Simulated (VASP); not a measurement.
Wanted: the native input for a VASP 6.6.1 run.

* Task: single point
* Functional: PBE
* Potentials or basis: VASP PAW PBE potentials, release 64 (Si, Li_sv)
* Cutoff: 520 eV
* k mesh: 2 × 2 × 2
* Occupations: fermi-dirac, width 0.02 eV
* Spin: collinear spin, zero start
* Starting moments: [0.0, 0.0, 0.0, 0.0, 0.0, 0.0, 0.0, 0.0, 0.0, 0.0, 0.0, 0.0, 0.0, 0.0, 0.0, 0.0, 0.0] μB
* Dipole correction: no
* Further INCAR settings: LREAL = Auto; ALGO = Normal; EDIFF = 1e-06; NBANDS = 52

The structure of LiSi16 (a cell with a defect) lies in POSCAR:

```
LiSi16
1.0
    0.0000000000      5.4300000000      5.4300000000
    5.4300000000      0.0000000000      5.4300000000
    5.4300000000      5.4300000000      0.0000000000
Si Li
16 1
Direct
    0.0125690608      0.0811878453     -0.0357550645
    0.1636648250      0.1525966851      0.1272559853
   -0.0351933702      0.0411602210      0.5020073665
    0.1084162063      0.1776427256      0.5887476980
   -0.0254235727      0.5247605893     -0.0100460405
    0.0680018416      0.7177071823      0.0945395948
   -0.0234622468      0.5311418048      0.5247697974
    0.1216298343      0.6292541436      0.6427900552
    0.5029097606     -0.0245856354      0.0095395948
    0.6514180479      0.1335359116      0.0522836096
    0.5041712707     -0.0252578269      0.4939318600
    0.5642449355      0.1420165746      0.6342081031
    0.4455248619      0.5255432781     -0.0013259669
    0.6077808471      0.6025322284      0.1223848987
    0.5012707182      0.4843830571      0.5102025783
    0.6141344383      0.5861786372      0.6555156538
    0.8989042357      0.8900644567      0.3486464088
```

One way to write it, as run:

INCAR

```
ALGO     = Normal         # electronic algorithm
EDIFF    = 1E-6           # SCF threshold, eV
ENCUT    = 520            # plane-wave cutoff, eV
GGA      = PE             # functional
ISIF     = 2              # what is computed and relaxed
ISMEAR   = -1             # smearing method
ISPIN    = 2              # spin polarisation
LASPH    = T              # aspherical terms in the spheres
LCHARG   = F              # write CHGCAR
LORBIT   = 11             # projections on sites
LREAL    = Auto         
LWAVE    = F              # write WAVECAR
MAGMOM   = 0 0 0 0 0 0 0 0 0 0 0 0 0 0 0 0 0 # initial moments
NBANDS   = 52             # bands
NELM     = 150            # most SCF steps
PREC     = Accurate       # precision mode
SIGMA    = 0.02           # smearing width, eV
```

KPOINTS

```
k-points
0
Gamma
  2 2 2
```

Potentials or basis: VASP PAW PBE potentials, release 64 (Si, Li_sv).

The run is started by

```bash
$ cat potpaw_PBE.64/Si/POTCAR potpaw_PBE.64/Li_sv/POTCAR > POTCAR
$ mpirun -np 1 vasp_std > vasp.out
```

It gave:

```
Largest force                                         : 2.946 eV/Å
Net moment                                            : 0.00 μB per cell
Valence electrons inside the program's atomic spheres : Si 1.69, 1.68, 1.67, 1.64, 1.72, 1.71, 1.73, 1.63, 1.70 (each value once); Li 2.14
```

Caveat: the k points lie up to 0.50 Å⁻¹ apart; no moment was typed at the start, so none could form.

Run time: 5.1 min on 1 thread of AMD EPYC 9R45 96-Core Processor (Zen 5), on a shared host, peak memory 0.67 GiB.
